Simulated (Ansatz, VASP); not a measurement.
# SiC in VASP and in Ansatz

```
Si C
1.0
     0.00000    2.01387    2.01387
     2.01387    0.00000    2.01387
     2.01387    2.01387    0.00000
Si C
1 1
Direct
  0.00000 0.00000 0.00000
  0.50000 0.50000 0.50000
```

Alike in both runs: task single point; functional HSE06; k mesh 6 × 6 × 6; occupations methfessel-paxton of order 1, width 0.05 eV; no spin polarisation.

```csv
,VASP,Ansatz
version,VASP 6.6.1,Ansatz 0.2.0
potentials or method,"VASP PAW PBE potentials, release 64 (Si, C)",plane waves
plane-wave cutoff (eV),520,420
valence electrons in the cell,8,8
```

```tsv
	VASP	Ansatz	Ansatz less VASP
pressure (GPa)	-3.2	-3.0	+0.22
```

Ansatz's warnings: filled band counts differ across k points, stress exchange threshold loose, stress scf threshold loose.

The k mesh is coarse, so the values compare programs but aren't converged.
